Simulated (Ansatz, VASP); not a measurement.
## ZnF2 in VASP and in Ansatz

The input INCAR:

```
SYSTEM = ZnF2
ALGO = Normal
EDIFF = 1E-7
EDIFFG = -0.002
ENCUT = 600
GGA_COMPAT = .FALSE.
IBRION = 2
ISIF = 3
ISMEAR = -1
LASPH = .TRUE.
LCHARG = .FALSE.
LREAL = .FALSE.
LWAVE = .FALSE.
NELM = 120
NELMIN = 4
NSW = 100
PREC = Accurate
SIGMA = 0.08
```

KPOINTS

```
k-points
0
G
  6 6 8
  0 0 0
```

Contents of POSCAR:

```
ZnF2
1.0
    4.7048000000      0.0000000000      0.0000000000
    0.0000000000      4.7048000000      0.0000000000
    0.0000000000      0.0000000000      3.1338000000
Zn F
2 4
Direct
    0.0000000000      0.0000000000      0.0000000000
    0.5000000000      0.5000000000      0.5000000000
    0.3024000000      0.3024000000      0.0000000000
    0.1976000000      0.8024000000      0.5000000000
    0.6976000000      0.6976000000      0.0000000000
    0.8024000000      0.1976000000      0.5000000000
```

Input for Ansatz:

```yaml
crystal:
  lattice:
    - [4.7048, 0.0, 0.0]
    - [0.0, 4.7048, 0.0]
    - [0.0, 0.0, 3.1338]
  atoms:
    - { symbol: Zn, position: [0.0, 0.0, 0.0] }
    - { symbol: Zn, position: [0.5, 0.5, 0.5] }
    - { symbol: F, position: [0.3024, 0.3024, 0.0] }
    - { symbol: F, position: [0.1976, 0.8024, 0.5] }
    - { symbol: F, position: [0.6976, 0.6976, 0.0] }
    - { symbol: F, position: [0.8024, 0.1976, 0.5] }
kpoints:
  mp_grid: { grid: [6, 6, 8] }
scf:
  occupations: { method: fermi_dirac, width: 0.08 }
hamiltonian:
  xc: lda
  pseudopotentials: { kind: paw }
relax:
  f_tol: 0.002
  max_steps: 80
  cell: {}
output:
  forces: true
  stress: true
```

Alike in both runs: task relaxation of cell and atoms; functional LDA; k mesh 6 × 6 × 8; occupations fermi-dirac, width 0.08 eV; no spin polarisation.

|  | VASP | Ansatz |
| --- | --- | --- |
| version | VASP 6.6.1 | Ansatz 0.2.0 |
| potentials or method | VASP PAW LDA potentials, release 64 (Zn, F) | PAW with Ansatz's default frozen-core files, scalar-relativistic |
| plane-wave cutoff (eV) | 600 | 420 |
| valence electrons in the cell | 52 | 52 |

Ansatz gave:

```
relaxed volume (Å³/atom)                                        : 11.04
relaxed length of the cell vector where the two differ most in proportion (Å) : 3.088
```

Task: What did VASP give for the same quantities?

Result: Relaxed volume (Å³/atom): 11.08; relaxed length of the cell vector where the two differ most in proportion (Å): 3.097.

LDA's correlation is that of Perdew and Zunger in VASP and of Perdew and Wang (1992) in Ansatz.
